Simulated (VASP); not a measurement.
Wanted: the native input for a VASP 6.6.1 run.

- Task: single point
- Functional: LDA
- Potentials or basis: VASP PAW LDA potentials, release 64 (Fe, Si)
- Cutoff: 520 eV
- k mesh: 16 × 16 × 16
- Occupations: gaussian, width 0.05 eV
- Spin: no spin polarisation
- Dipole correction: no
- Further INCAR settings: ALGO = Normal; EDIFF = 1e-06; NBANDS = 13

The structure of FeSi lies in POSCAR:

```
FeSi
1.0
    2.7090887216      0.0000000000      0.0000000000
    0.0000000000      2.7090887216      0.0000000000
    0.0000000000      0.0000000000      2.7090887216
Fe Si
1 1
Direct
    0.5000000000      0.5000000000      0.5000000000
    0.0000000000      0.0000000000      0.0000000000
```

One way to write it, as run:

INCAR

```
ALGO     = Normal         # electronic algorithm
EDIFF    = 1E-6           # SCF threshold, eV
ENCUT    = 520            # plane-wave cutoff, eV
ISIF     = 2              # what is computed and relaxed
ISMEAR   = 0              # smearing method
LASPH    = T              # aspherical terms in the spheres
LCHARG   = F              # write CHGCAR
LREAL    = F              # projectors in reciprocal space
LWAVE    = F              # write WAVECAR
NBANDS   = 13             # bands
NELM     = 80             # most SCF steps
PREC     = Accurate       # precision mode
SIGMA    = 0.05           # smearing width, eV
```

KPOINTS

```
k-points
0
Gamma
  16 16 16
```

Potentials or basis: VASP PAW LDA potentials, release 64 (Fe, Si).

Command:

```bash
$ cat potpaw_LDA.64/Fe/POTCAR potpaw_LDA.64/Si/POTCAR > POTCAR
$ mpirun -np 1 vasp_std > vasp.out
```

Results of the run:

```
Pressure               : 1.1 GPa
Band gap on the k mesh : zero (band 6 reaches 11.95 eV, above the bottom of band 7 at 11.75 eV)
```

Run time: 21 s on 1 thread of Intel(R) Xeon(R) Platinum 8488C (Sapphire Rapids), with other jobs on the host, peak memory 0.15 GiB.
